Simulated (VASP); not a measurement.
Input of a VASP 6.6.1 run:

INCAR

```
SYSTEM = Bi
ALGO = Normal
EDIFF = 1E-6
ENCUT = 520
GGA = CA
ISIF = 2
ISMEAR = -1
LASPH = .True.
LCHARG = .False.
LREAL = .False.
LWAVE = .False.
NBANDS = 22
NELM = 80
PREC = Accurate
SIGMA = 0.1
```

The input KPOINTS:

```
k-points
0
Gamma
  9 9 9
  0 0 0
```

The input POSCAR:

```
Bi
1.0
    2.2451514826      1.2962388128      3.8388382945
   -2.2451514826      1.2962388128      3.8388382945
    0.0000000000     -2.5924776257      3.8388382945
Bi
2
Direct
    0.2371145469      0.2371145469      0.2371145469
    0.7628854531      0.7628854531      0.7628854531
```

Potentials or basis: VASP PAW LDA potentials, release 64 (Bi_d).

Launch:

```sh
$ cat potpaw_LDA.64/Bi_d/POTCAR > POTCAR
$ mpirun -np 1 vasp_std > vasp.out
```

**Question.** What does it give for the band gap on the k mesh?

**Answer.** Zero (band 15 reaches 6.64 eV, above the bottom of band 16 at 6.61 eV).

**Question.** Estimate the pressure.

**Answer.** 0.1 GPa.

**Question.** Predict the largest force.

**Answer.** 0.018 eV/Å.

Stress tensor (GPa, compression positive):
```
0.13 0.00 0.00
0.00 0.13 0.00
0.00 0.00 0.03
```

Caveat: spin-orbit coupling is left out, which moves the levels of the heavy elements.
